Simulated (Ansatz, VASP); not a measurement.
# One calculation of Ta, two programs

```xyz
1
Lattice="-1.9063 1.9063 1.2391 1.9063 -1.9063 1.2391 1.9063 1.9063 -1.2391" Properties=species:S:1:pos:R:3 pbc="T T T"
Ta    0.0000    0.0000    0.0000
```

Alike in both runs: task single point; functional LDA; k mesh 22 × 22 × 22; occupations methfessel-paxton of order 1, width 0.02 eV; no spin polarisation.

```csv
,VASP,Ansatz
version,VASP 6.6.1,Ansatz 0.2.0
potentials or method,"VASP PAW LDA potentials, release 64 (Ta_pv), cutoff 520 eV","scalar-relativistic, plane waves, PAW"
valence electrons in the cell,11,13
```

```csv
,VASP,Ansatz,Ansatz less VASP
gap on the k mesh at the Fermi level (eV),none,none,-
pressure (GPa),5.6,4.6,-0.93
"traceless stress, the component that is largest in VASP (GPa)",23.97,23.46,-0.511
```

LDA's correlation is that of Perdew and Zunger in VASP and of Perdew and Wang (1992) in Ansatz. A gap of «none» marks a metal or a gap that the smearing closes. VASP's potentials hold 11 valence electrons a cell and Ansatz's 13, so a difference there can come from the potentials and not from the codes.

Neither program's run includes spin-orbit coupling.
